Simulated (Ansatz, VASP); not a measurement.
TaC in VASP and in Ansatz

Contents of INCAR:

```
PREC = Accurate ; ENCUT = 600
EDIFF = 1E-6 ; ISMEAR = -1
SIGMA = 0.1 ; LREAL = False
LASPH = True ; NELM = 120
ALGO = Normal ; ISIF = 2
LWAVE = False ; LCHARG = False
GGA = PE ; NBANDS = 14
GGA_COMPAT = False
```

KPOINTS

```
Automatic mesh
0
Gamma
  11 11 11
```

File POSCAR:

```
TaC
1.0
    0.0000000000      2.2230000000      2.2230000000
    2.2230000000      0.0000000000      2.2230000000
    2.2230000000      2.2230000000      0.0000000000
Ta C
1 1
Direct
    0.0056230319      0.0056230319     -0.0056230319
    0.5000000000      0.5000000000      0.5000000000
```

Input for Ansatz:

```yaml
crystal:
  lattice:
    - [0.0, 2.223, 2.223]
    - [2.223, 0.0, 2.223]
    - [2.223, 2.223, 0.0]
  atoms:
    - { symbol: Ta, position: [0.005623031938821414, 0.005623031938821414, -0.005623031938821414] }
    - { symbol: C, position: [0.5, 0.5, 0.5] }
basis:
  ecutwfc: 510.0
kpoints:
  mp_grid:
    grid: [11, 11, 11]
hamiltonian:
  xc: pbe
  pseudopotentials:
    kind: paw
scf:
  occupations:
    method: fermi_dirac
    width: 0.1
output:
  forces: true
```

Alike in both runs: task single point; functional PBE; k mesh 11 × 11 × 11; occupations fermi-dirac, width 0.1 eV; no spin polarisation.

|  | VASP | Ansatz |
| --- | --- | --- |
| version | VASP 6.6.1 | Ansatz 0.2.0 |
| potentials or method | VASP PAW PBE potentials, release 64 (Ta_pv, C), cutoff 600 eV | plane waves, PAW |
| valence electrons in the cell | 15 | 17 |

```tsv
	VASP	Ansatz	Ansatz less VASP
rms of the force components (eV/Å)	0.190	0.190	-0.0003
```

Atom by atom the forces differ by 0.000 eV/Å (rms over components). VASP's potentials hold 15 valence electrons a cell and Ansatz's 17, so a difference there can come from the potentials and not from the codes.

Spin-orbit coupling is off throughout.
